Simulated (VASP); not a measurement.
# Lu (Fm-3m) in VASP: notebook

Lu is run at these levels: PBE; tasks: single point.

Everything below comes from runs of VASP 6.6.1. Logs are shortened: lines on timing, memory, paths and dates and some standing lists are left out, and cuts for length are marked.

## (1) The cell of the first run

It takes space group Fm-3m (No. 225, cubic). Conventional cell: a = 4.070 Å, b = 4.070 Å, c = 4.070 Å, α = 90.00°, β = 90.00°, γ = 90.00°. Within 3.8 Å of Lu (site symmetry m-3m) lie 12 Lu at 2.88 Å.

This isn't the form of Lu at room conditions, which is hcp.

## (2) Single point, PBE

INCAR reads:

```
SYSTEM = Lu
  PREC = Accurate
  ENCUT = 600
  EDIFF = 1E-6
  ISMEAR = -1
  SIGMA = 0.1
  LREAL = .False.
  LASPH = .True.
  NELM = 120
  ALGO = Normal
  ISIF = 2
  LWAVE = .False.
  LCHARG = .True.
  GGA = PE
  LELF = .True.
  LVHAR = .True.
  NBANDS = 18
  GGA_COMPAT = .False.
```

KPOINTS reads:

```
Automatic mesh
0
Gamma
  14 14 14
  0 0 0
```

POSCAR reads:

```
Lu
1.0
    0.0000000000      2.0351416745      2.0351416745
    2.0351416745      0.0000000000      2.0351416745
    2.0351416745      2.0351416745      0.0000000000
Lu
1
Direct
    0.0000000000      0.0000000000      0.0000000000
```

Potentials or basis: VASP PAW PBE potentials, release 64 (Lu).

Started as:

```console
$ cat potpaw_PBE.64/Lu/POTCAR > POTCAR
$ mpirun -np 1 vasp_std > vasp.out
```

OUTCAR:

```text
SYSTEM = Lu
   PREC = Accurate
   ENCUT = 600
   EDIFF = 1E-6
   ISMEAR = -1
   LREAL = .False.
   LASPH = .True.
   NELM = 120
   ISIF = 2
   GGA = PE

 ion  position               nearest neighbor table
   1  0.000  0.000  0.000-

  LATTYP: Found a face centered cubic cell.
 ALAT       =     4.0702833490

  Lattice vectors:

 A1 = (   0.0000000000,   2.0351416745,   2.0351416745)
 A2 = (   2.0351416745,   0.0000000000,   2.0351416745)
 A3 = (   2.0351416745,   2.0351416745,   0.0000000000)

Analysis of symmetry for initial positions (statically):
=====================================================================
 Subroutine PRICEL returns:
 Original cell was already a primitive cell.

 Routine SETGRP: Setting up the symmetry group for a
 face centered cubic supercell.

 Subroutine GETGRP returns: Found 48 space group operations
 (whereof 48 operations were pure point group operations)
 out of a pool of 48 trial point group operations.

The static configuration has the point symmetry O_h .

Analysis of symmetry for dynamics (positions and initial velocities):
=====================================================================
 Subroutine PRICEL returns:
 Original cell was already a primitive cell.

 Routine SETGRP: Setting up the symmetry group for a
 face centered cubic supercell.

 Subroutine GETGRP returns: Found 48 space group operations
 (whereof 48 operations were pure point group operations)
 out of a pool of 48 trial point group operations.

The dynamic configuration has the point symmetry O_h .

 Subroutine INISYM returns: Found 48 space group operations
 (whereof 48 operations are pure point group operations),
 and found     1 'primitive' translations

----------------------------------------------------------------------------------------

                                     Primitive cell

  volume of cell :      16.8583

  direct lattice vectors                    reciprocal lattice vectors
     0.000000000  2.035141675  2.035141675    -0.245683142  0.245683142  0.245683142
     2.035141675  0.000000000  2.035141675     0.245683142 -0.245683142  0.245683142
     2.035141675  2.035141675  0.000000000     0.245683142  0.245683142 -0.245683142

  length of vectors
     2.878124957  2.878124957  2.878124957     0.425535684  0.425535684  0.425535684

  position of ions in fractional coordinates (direct lattice)
     0.000000000  0.000000000  0.000000000

  ion indices of the primitive-cell ions
   primitive index   ion index
                 1           1

----------------------------------------------------------------------------------------

 KPOINTS: Automatic mesh

Automatic generation of k-mesh.
 Grid dimensions read from file:
 generate k-points for:   14   14   14

 Generating k-lattice:

  Cartesian coordinates                     Fractional coordinates (reciprocal lattice)
    -0.017548796  0.017548796  0.017548796     0.071428571  0.000000000  0.000000000
     0.017548796 -0.017548796  0.017548796     0.000000000  0.071428571  0.000000000
     0.017548796  0.017548796 -0.017548796     0.000000000  0.000000000  0.071428571

  Length of vectors
     0.030395406  0.030395406  0.030395406

  Shift w.r.t. Gamma in fractional coordinates (k-lattice)
     0.000000000  0.000000000  0.000000000

 Subroutine IBZKPT returns following result:
 ===========================================

 Found    104 irreducible k-points:

 Following reciprocal coordinates:
            Coordinates               Weight
  0.000000  0.000000  0.000000      1.000000
  0.071429  0.000000  0.000000      8.000000
  0.142857  0.000000  0.000000      8.000000
  0.214286  0.000000  0.000000      8.000000
  0.285714  0.000000  0.000000      8.000000
  0.357143  0.000000  0.000000      8.000000
[... 16 lines left out ...]
  0.214286  0.142857  0.000000     24.000000
  0.285714  0.142857  0.000000     24.000000
 [... further k-points ...]
   k-points           NKPTS =    104   k-points in BZ     NKDIM =    104   number of bands    NBANDS=     18
   number of dos      NEDOS =    301   number of ions     NIONS =      1
   total plane-waves  NPLWV =  13824
   dimension x,y,z NGX =    24 NGY =   24 NGZ =   24
   dimension x,y,z NGXF=    48 NGYF=   48 NGZF=   48
   ions per type =               1
   NGX,Y,Z   is equivalent  to a cutoff of  13.86, 13.86, 13.86 a.u.
   NGXF,Y,Z  is equivalent  to a cutoff of  27.73, 27.73, 27.73 a.u.
 SYSTEM =  Lu
   PREC   = accura    normal or accurate (medium, high low for compatibility)
   ISTART =      0    job   : 0-new  1-cont  2-samecut
   ICHARG =      2    charge: 1-file 2-atom 10-const
   ISPIN  =      1    spin polarized calculation?
   LNONCOLLINEAR =      F non collinear calculations
   LSORBIT =      F    spin-orbit coupling
   LASPH  =      T    aspherical Exc in radial PAW
   ENCUT  =  600.0 eV  44.10 Ry    6.64 a.u.   5.75  5.75  5.75*2*pi/ulx,y,z
   NELM   =    120;   NELMIN=  2; NELMDL= -5     # of ELM steps
   EDIFF  = 0.1E-05   stopping-criterion for ELM
   LREAL  =      F    real-space projection
   EDIFFG = 0.1E-04   stopping-criterion for IOM
   NSW    =      0    number of steps for IOM
   IBRION =     -1    ionic relax: 0-MD 1-quasi-New 2-CG
   NFREE  =      0    steps in history (QN), initial steepest desc. (CG)
   ISIF   =      2    stress and relaxation
   ISYM   =      2    0-nonsym 1-usesym 2-fastsym
   POTIM  = 0.5000    time-step for ionic-motion
   TEBEG  =    0.0;   TEEND  =   0.0 temperature during run
   PSTRESS=    0.0 pullay stress
   NELECT =      25.0000    total number of electrons
   NUPDOWN=      -1.0000    fix difference up-down
   EMIN   =  10.00;   EMAX   =-10.00  energy-range for DOS
   EFERMI =   0.00;   METHOD = LEGACY
   ISMEAR =    -1;   SIGMA  =   0.10  broadening in eV -4-tet -1-fermi 0-gaus
   EFERMI_NEDOS =   21; number of points for ismear=-14 and -15
   IALGO  =     38    algorithm
   IMIX   =      4    mixing-type and parameters
     AMIX     =   0.40;   BMIX     =  1.00
     AMIX_MAG =   1.60;   BMIX_MAG =  1.00
  volume/ion in A,a.u.               =      16.86       113.77
  Fermi-wavevector in a.u.,A,eV,Ry     =   1.866882  3.527895 47.419680  3.485248
  Thomas-Fermi vector in A             =   2.913482
   LORBIT       =      0    0 simple, 1 ext, 2 COOP (PROOUT), +10 PAW based schemes
   GGA     = PE    functional components
   LHFCALC =     F    Hartree Fock is set to
   AEXX    =    0.0000 exact exchange contribution
   IVDW    =     0    specifies the selected vdW correction
   LEPSILON=     F    determine dielectric tensor
   LRPA    =     F    only Hartree local field effects (RPA)
 non-spin polarized calculation
  energy-cutoff  :      600.00
  volume of cell :       16.86
 maximum number of plane-waves:       588
   NGX = 11   NGY = 11   NGZ = 11

 number of electron      24.9999995 magnetization

 Free energy of the ion-electron system (eV)
  ---------------------------------------------------
  ext. energy  EPLUGINS =         0.00000000
  ---------------------------------------------------
  free energy    TOTEN  =        -2.96484797 eV

  energy without entropy =       -2.93666061  energy(sigma->0) =       -2.95075429

 E-fermi :   4.6935     XC(G=0): -13.6659

 val. band max:        4.6744765173   @ k =   0.3571   0.2143   0.0714
 cond. band min:       4.7556715288   @ k =  -0.2857   0.5000   0.2143
 fundamental gap:      0.0811950115
 Fermi energy:         4.6935334608

 k-point     1 :       0.0000    0.0000    0.0000
  band No.  band energies     occupation
      1     -50.9392      2.00000
      2     -20.4160      2.00000
      3     -20.4160      2.00000
      4     -20.4160      2.00000
      5      -2.3306      2.00000
      6      -0.1116      2.00000
[... 10 lines left out ...]
     17      11.7124      0.00000
     18      17.7726      0.00000

 k-point     2 :       0.0714    0.0000    0.0000
  band No.  band energies     occupation
      1     -50.9244      2.00000
      2     -20.5678      2.00000
      3     -20.4323      2.00000
      4     -20.4323      2.00000
      5      -2.0477      2.00000
      6      -0.1052      2.00000
[... 10 lines left out ...]
     17      11.5306      0.00000
     18      18.3437      0.00000

 k-point     3 :       0.1429    0.0000    0.0000
  band No.  band energies     occupation
      1     -50.8826      2.00000
      2     -20.9759      2.00000
      3     -20.4778      2.00000
      4     -20.4778      2.00000
      5      -1.2815      2.00000
      6      -0.0835      2.00000
[... 10 lines left out ...]
     17      11.2053      0.00000
     18      19.3925      0.00000

 k-point     4 :       0.2143    0.0000    0.0000
  band No.  band energies     occupation
      1     -50.8217      2.00000
      2     -21.5270      2.00000
      3     -20.5427      2.00000
      4     -20.5427      2.00000
      5      -0.3141      2.00000
      6      -0.0127      2.00000
[... 10 lines left out ...]
     17      11.2696      0.00000
     18      18.6022      0.00000

 k-point     5 :       0.2857    0.0000    0.0000
  band No.  band energies     occupation
      1     -50.7533      2.00000
      2     -22.0952      2.00000
      3     -20.6137      2.00000
      4     -20.6137      2.00000
      5      -0.0660      2.00000
      6       0.0719      2.00000
[... 10 lines left out ...]
     17      12.0605      0.00000
     18      17.6405      0.00000

 k-point     6 :       0.3571    0.0000    0.0000
  band No.  band energies     occupation
      1     -50.6910      2.00000
      2     -22.5750      2.00000
      3     -20.6767      2.00000
      4     -20.6767      2.00000
      5      -0.0544      2.00000
      6       0.1300      2.00000
[... 10 lines left out ...]
     17      13.3121      0.00000
     18      17.1089      0.00000

 k-point     7 :       0.4286    0.0000    0.0000
  band No.  band energies     occupation
      1     -50.6474      2.00000
      2     -22.8920      2.00000
      3     -20.7198      2.00000
      4     -20.7198      2.00000
      5      -0.0604      2.00000
      6       0.1115      2.00000
[... 10 lines left out ...]
     17      14.5491      0.00000
     18      17.1351      0.00000

 k-point     8 :       0.5000    0.0000    0.0000
  band No.  band energies     occupation
      1     -50.6318      2.00000
      2     -23.0025      2.00000
      3     -20.7350      2.00000
      4     -20.7350      2.00000
      5      -0.0638      2.00000
      6       0.1028      2.00000
[... 10 lines left out ...]
     17      15.1125      0.00000
     18      17.4180      0.00000
[... 229 lines left out ...]
     17      12.4453      0.00000
     18      18.8506      0.00000

 k-point    20 :      -0.1429    0.0714    0.0000
  band No.  band energies     occupation
      1     -50.8524      2.00000
      2     -21.1988      2.00000
      3     -20.6091      2.00000
      4     -20.4714      2.00000
      5      -0.7394      2.00000
      6      -0.0658      2.00000
[... 10 lines left out ...]
     17      11.8058      0.00000
     18      19.8718      0.00000

 k-point    21 :      -0.0714    0.0714    0.0000
  band No.  band energies     occupation
      1     -50.9006      2.00000
      2     -20.7728      2.00000
      3     -20.5133      2.00000
      4     -20.4351      2.00000
      5      -1.6011      2.00000
      6      -0.0940      2.00000
[... 10 lines left out ...]
     17      11.6626      0.00000
     18      19.2033      0.00000

 k-point    22 :       0.1429    0.1429    0.0000
  band No.  band energies     occupation
      1     -50.8638      2.00000
      2     -20.9636      2.00000
      3     -20.5953      2.00000
      4     -20.5953      2.00000
      5      -0.9247      2.00000
      6      -0.0763      2.00000
[... 10 lines left out ...]
     17      12.2452      0.00000
     18      20.5597      0.00000

 k-point    23 :       0.2143    0.1429    0.0000
  band No.  band energies     occupation
      1     -50.8183      2.00000
      2     -21.3208      2.00000
      3     -20.6815      2.00000
      4     -20.6617      2.00000
      5      -0.1524      2.00000
      6      -0.0451      2.00000
[... 10 lines left out ...]
     17      12.5028      0.00000
     18      21.3595      0.00000

 k-point    24 :       0.2857    0.1429    0.0000
  band No.  band energies     occupation
      1     -50.7588      2.00000
      2     -21.7911      2.00000
      3     -20.7636      2.00000
      4     -20.7419      2.00000
      5      -0.0248      2.00000
      6       0.0693      2.00000
[... 10 lines left out ...]
     17      13.0682      0.00000
     18      20.3285      0.00000

 [... further k-points ...]

------------------------ aborting loop because EDIFF is reached ----------------------------------------

  FORCE on cell =-STRESS in cart. coord.  units (eV):
  Direction    XX          YY          ZZ          XY          YZ          ZX
  --------------------------------------------------------------------------------------
  -------------------------------------------------------------------------------------
  Total        6.4150827      6.4150827      6.4150827     -0.0000000      0.0000000      0.0000000
  in kB      609.6757273    609.6757273    609.6757273     -0.0000000      0.0000000      0.0000000
  external PRESSURE =     609.6757273 kB  Pullay stress =       0.0000000 kB

 VOLUME and BASIS-vectors are now :
 -----------------------------------------------------------------------------
  energy-cutoff  :      600.00
  volume of cell :       16.86
      direct lattice vectors                 reciprocal lattice vectors
     0.000000000  2.035141675  2.035141675    -0.245683142  0.245683142  0.245683142
     2.035141675  0.000000000  2.035141675     0.245683142 -0.245683142  0.245683142
     2.035141675  2.035141675  0.000000000     0.245683142  0.245683142 -0.245683142

 POSITION                                       TOTAL-FORCE (eV/Angst)
 -----------------------------------------------------------------------------------
      0.00000      0.00000      0.00000        -0.000000     -0.000000     -0.000000
 -----------------------------------------------------------------------------------
    total drift:                               -0.000000      0.000000     -0.000000

  FREE ENERGIE OF THE ION-ELECTRON SYSTEM (eV)
  ---------------------------------------------------
  free  energy   TOTEN  =        -2.9648479742 eV

  energy  without entropy=       -2.9366606110  energy(sigma->0) =       -2.95075429
```

Wall time 12 s (1 thread of Intel Xeon 6975P-C (Granite Rapids), shared host); peak memory 0.18 GiB.

What came out:

```yaml
Free_energy: -2.9648 eV
Pressure: 61.0 GPa
Band_gap_on_the_k_mesh: zero (an odd number of electrons rules out a gap without spin polarisation)
```

Caveat: the cell stands under pressure; spin-orbit coupling is left out, which moves the levels of the heavy elements.

## (3) Single point, PBE

This run uses another cell than the first one, of 18.73 Å³/atom.

INCAR reads:

```
ALGO     = Normal         # electronic algorithm
EDIFF    = 1E-6           # SCF threshold, eV
ENCUT    = 600            # plane-wave cutoff, eV
GGA      = PE             # functional
GGA_COMPAT= F            
ISIF     = 2              # what is computed and relaxed
ISMEAR   = -1             # smearing method
LASPH    = T              # aspherical terms in the spheres
LCHARG   = T              # write CHGCAR
LELF     = T              # ELF
LREAL    = F              # projectors in reciprocal space
LVHAR    = T            
LWAVE    = F              # write WAVECAR
NBANDS   = 18             # bands
NELM     = 120            # most SCF steps
PREC     = Accurate       # precision mode
SIGMA    = 0.1            # smearing width, eV
```

KPOINTS reads:

```
k-points
0
Gamma
  14 14 14
```

POSCAR reads:

```
Lu
1.0
    0.0000000000      2.1078755566      2.1078755566
    2.1078755566      0.0000000000      2.1078755566
    2.1078755566      2.1078755566      0.0000000000
Lu
1
Direct
    0.0000000000      0.0000000000      0.0000000000
```

Potentials or basis: VASP PAW PBE potentials, release 64 (Lu).

Started as:

```console
$ cat potpaw_PBE.64/Lu/POTCAR > POTCAR
$ mpirun -np 1 vasp_std > vasp.out
```

Run time: 13 s. Hardware: 1 thread of Intel Xeon 6975P-C (Granite Rapids), shared host; peak memory 0.18 GiB.

The run converged. Its results:

- Free energy: -3.5561 eV
- Pressure: 40.8 GPa
- Band gap on the k mesh: zero (an odd number of electrons rules out a gap without spin polarisation)

Levels at points of the mesh, in eV from the Fermi level:
```csv
k point,band 8,band 9,band 10,band 11,band 12,band 13,band 14,band 15,band 16,band 17
"(0.00, 0.00, 0.00)",-4.56,-4.56,-4.34,-4.34,-4.34,2.63,2.63,2.63,6.52,6.52
"(0.50, 0.00, 0.00)",-4.45,-4.39,-4.39,-4.33,-3.39,2.23,2.23,2.48,9.52,9.52
"(0.50, 0.50, 0.00)",-4.47,-4.42,-4.42,-4.41,-3.49,-2.09,5.02,9.59,10.47,10.47
```

Caveat: the cell stands under pressure; spin-orbit coupling is left out, which moves the levels of the heavy elements.
